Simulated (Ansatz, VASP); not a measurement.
**Two plane-wave programs on MoS2**

```xyz
3
Lattice="1.5694 0.9061 6.1087 -1.5694 0.9061 6.1087 0.0000 -1.8122 6.1087" Properties=species:S:1:pos:R:3 pbc="T T T"
Mo    0.0000    0.0000    0.0000
S     0.0000    0.0000    7.6420
S     0.0000    0.0000    4.5815
```

Alike in both runs: task single point; functional PBE; k mesh 10 × 10 × 10; occupations fermi-dirac, width 0.05 eV; no spin polarisation.

```csv
,VASP,Ansatz
version,VASP 6.6.1,Ansatz 0.2.0
potentials or method,"VASP PAW PBE potentials, release 64 (Mo_sv, S)",Ansatz PAW soft_1
plane-wave cutoff (eV),520,420
valence electrons in the cell,26,26
```

```tsv
	VASP	Ansatz	Ansatz less VASP
gap on the k mesh at the Fermi level (eV)	0.95	0.94	-0.016
least direct gap on the mesh (eV)	2.02	2.01	-0.004
pressure (GPa)	8.7	8.8	+0.17
traceless stress, the component that is largest in VASP (GPa)	1.81	1.85	+0.045
rms of the force components (eV/Å)	0.387	0.395	+0.0083
```

Atom by atom the forces differ by 0.008 eV/Å (rms over components).
